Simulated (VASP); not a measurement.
**KI: phonons with r2SCAN**

Crystal: KI.

```
K I
1.0
     3.54595    3.54595    0.00000
    -3.54595    3.54595    0.00000
     0.00000    3.54595    3.54595
K I
1 1
Cartesian
  0.0000 0.0000 0.0000
  0.0000 3.5460 0.0000
```

| Item | Value |
| --- | --- |
| Program | VASP 6.6.1 |
| Task | phonons |
| Functional | r2SCAN |
| Potentials or basis | VASP PAW PBE potentials, release 64 (K_sv, I) |
| Cutoff | 520 eV |
| k mesh | 6 × 6 × 6 |
| Occupations | gaussian, width 0.01 eV |
| Spin | no spin polarisation |
| Dipole correction | no |
| Further INCAR settings | ALGO = Normal; EDIFF = 1e-08; NBANDS = 15; IBRION = 6; POTIM = 0.015; NSW = 1 |

```
Highest phonon frequency at Γ, LO-TO splitting left out : 101 cm⁻¹
```

Phonon frequencies in cm⁻¹ (negative: imaginary):
| q point | frequencies |
| --- | --- |
| (0.000, 0.000, 0.000) | 0 0 0 101 101 101 |

Wall time 16 min on 1 thread of AMD EPYC 9755 128-Core Processor (shared host), peak memory 0.26 GiB.
